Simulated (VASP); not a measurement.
## KF: relaxation of the atoms with LDA

KF:

```
K F
1.0
     3.08323    0.00771    0.00771
     0.00771    3.08323    0.00771
     0.00771    0.00771    3.08323
K F
1 1
Direct
  0.00000 0.00000 0.00000
  0.50000 0.50000 0.50000
```

This cell differs from its parent crystal: equal xy, yz and zx engineering shears of +0.5 %.

```
Program                : VASP 6.6.1
Task                   : relaxation of the atoms
Functional             : LDA
Potentials or basis    : VASP PAW LDA potentials, release 64 (K_sv, F)
Cutoff                 : 520 eV
k mesh                 : 8 × 8 × 8
Occupations            : gaussian, width 0.01 eV
Spin                   : no spin polarisation
Dipole correction      : no
Further INCAR settings : ALGO = Normal; EDIFF = 1e-06; IBRION = 2; EDIFFG = -0.002; NSW = 50
```

| Item | Value |
| --- | --- |
| Pressure after relaxing | 0.4 GPa |
| Band gap on the k mesh | 7.21 eV, indirect (the least direct gap lies 1.2 meV higher) |

Stress tensor (GPa, compression positive):
```
 0.36 -0.08 -0.08
-0.08  0.36 -0.08
-0.08 -0.08  0.36
```

Final structure:
```yaml
crystal:
  lattice:
    - [3.08323, 0.00771, 0.00771]
    - [0.00771, 3.08323, 0.00771]
    - [0.00771, 0.00771, 3.08323]
  atoms:
    - { symbol: K, position: [0.00000, 0.00000, 0.00000] }
    - { symbol: F, position: [0.50000, 0.50000, 0.50000] }
```

Levels at points of the mesh, in eV from the valence-band top:
```tsv
k point	band 5	band 6	band 7	band 8	band 9	band 10	band 11	band 12
(0.00, 0.00, 0.00)	-9.18	-0.01	0.00	0.00	7.21	8.23	8.23	14.90
(0.50, 0.00, 0.00)	-8.98	-1.54	-0.24	-0.22	9.44	10.25	12.33	13.25
(0.50, 0.50, 0.00)	-8.85	-0.64	-0.62	0.00	8.71	9.32	12.45	12.46
(0.50, 0.50, 0.50)	-10.06	-1.43	-1.42	-1.42	11.03	11.12	11.12	16.71
```

Run time: 7.1 s on 1 thread of Intel(R) Xeon(R) Platinum 8488C (Sapphire Rapids), on a shared host, peak memory 0.14 GiB.

Caveat: the cell differs from its parent crystal (equal xy, yz and zx engineering shears of +0.5 %); the relaxation stopped at its first step, so nothing moved. A k mesh can miss the band edges.
